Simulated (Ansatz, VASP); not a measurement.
## NbAs in VASP and in Ansatz

POSCAR

```
NbAs
1.0
    0.0000000000      2.6117074975      2.6117074975
    2.6117074975      0.0000000000      2.6117074975
    2.6117074975      2.6117074975      0.0000000000
Nb As
1 1
Direct
    0.5000000000      0.5000000000      0.5000000000
    0.0000000000      0.0000000000      0.0000000000
```

Contents of INCAR.step1:

```
PREC = Accurate ; ENCUT = 520
ISMEAR = 0 ; SIGMA = 0.05
LREAL = F ; LASPH = T
NELM = 60 ; NBANDS = 16
GGA = PE ; ALGO = Normal
EDIFF = 1E-4 ; LWAVE = T
LCHARG = F
```

Contents of INCAR.step2:

```
PREC = Accurate ; ENCUT = 520
EDIFF = 1E-6 ; ISMEAR = 0
SIGMA = 0.05 ; LREAL = F
LASPH = T ; NELM = 60
ALGO = Normal ; ISIF = 2
LWAVE = F ; LCHARG = F
METAGGA = R2SCAN ; LMIXTAU = T
NBANDS = 16 ; ISTART = 1
```

File KPOINTS:

```
Automatic mesh
0
Gamma
  12 12 12
```

Input for Ansatz:

```yaml
crystal:
  lattice:
    - [0.0, 2.6117074975, 2.6117074975]
    - [2.6117074975, 0.0, 2.6117074975]
    - [2.6117074975, 2.6117074975, 0.0]
  atoms:
    - { symbol: Nb, position: [0.5, 0.5, 0.5] }
    - { symbol: As, position: [0.0, 0.0, 0.0] }
basis:
  ecutwfc: 500
  ecutrho_ratio: 4
kpoints:
  mp_grid: { grid: [12, 12, 12] }
hamiltonian:
  xc: r2scan
scf:
  occupations: { method: gaussian, width: 0.05 }
output:
  forces: true
  stress: true
  eigenvalues: true
```

Alike in both runs: task single point; functional r2SCAN; k mesh 12 × 12 × 12; occupations gaussian, width 0.05 eV; no spin polarisation.

```csv
,VASP,Ansatz
version,VASP 6.6.1,Ansatz 0.2.0
potentials or method,"VASP PAW PBE potentials, release 64 (Nb_sv, As), cutoff 520 eV","scalar-relativistic, plane waves, PAW"
valence electrons in the cell,18,28
```

|  | VASP | Ansatz | Ansatz less VASP |
| --- | --- | --- | --- |
| gap on the k mesh at the Fermi level (eV) | none | none | - |
| pressure (GPa) | 3.2 | 3.2 | +0.03 |

VASP's potentials were made for PBE, not for r2SCAN. A gap of «none» marks a metal or a gap that the smearing closes. VASP's potentials hold 18 valence electrons a cell and Ansatz's 28, so a difference there can come from the potentials and not from the codes.
